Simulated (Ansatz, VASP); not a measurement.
Ni: VASP beside Ansatz

Contents of INCAR:

```
SYSTEM = Ni
PREC = Accurate ; ENCUT = 600
EDIFF = 1E-6 ; ISMEAR = -1
SIGMA = 0.1 ; LREAL = .False.
LASPH = .True. ; NELM = 120
ALGO = Normal ; ISIF = 2
LWAVE = .False. ; LCHARG = .False.
NBANDS = 11 ; GGA_COMPAT = .False.
```

Contents of KPOINTS:

```
regular mesh
0
Gamma
  8 8 8
  0 0 0
```

POSCAR

```
Ni
1.0
    0.0000000000      1.7104399105      1.7104399105
    1.7104399105      0.0000000000      1.7104399105
    1.7104399105      1.7104399105      0.0000000000
Ni
1
Direct
    0.0000000000      0.0000000000      0.0000000000
```

Input for Ansatz:

```yaml
crystal:
  lattice:
    - [0.0, 1.7104399105, 1.7104399105]
    - [1.7104399105, 0.0, 1.7104399105]
    - [1.7104399105, 1.7104399105, 0.0]
  atoms:
    - { symbol: Ni, position: [0.0, 0.0, 0.0] }
hamiltonian:
  xc: lda
  pseudopotentials:
    kind: paw
    azcp:
      Ni: "pseudopotentials/Ni.paw.azcp"
basis:
  ecutwfc: 420
  fft_grid_basis: typed
kpoints:
  mp_grid: { grid: [8, 8, 8], shift: [0, 0, 0] }
magnetization:
  spin_polarized: false
scf:
  occupations: { method: fermi_dirac, width: 0.1 }
  lower_state_search: "off"
output:
  stress: true
```

Alike in both runs: task single point; functional LDA; k mesh 8 × 8 × 8; occupations fermi-dirac, width 0.1 eV; no spin polarisation.

|  | VASP | Ansatz |
| --- | --- | --- |
| version | VASP 6.6.1 | Ansatz 0.2.0 |
| potentials or method | VASP PAW LDA potentials, release 64 (Ni), cutoff 600 eV | plane waves (420 eV) with PAW, scalar-relativistic |
| valence electrons in the cell | 10 | 18 |

```csv
,VASP,Ansatz,Ansatz less VASP
pressure (GPa),0.5,0.6,+0.11
```

Ansatz warns that its potentials were made for another functional, while VASP's fit it. LDA's correlation is that of Perdew and Zunger in VASP and of Perdew and Wang (1992) in Ansatz. VASP's potentials hold 10 valence electrons a cell and Ansatz's 18, so a difference there can come from the potentials and not from the codes.

The k mesh is coarse, so the values compare programs but aren't converged.
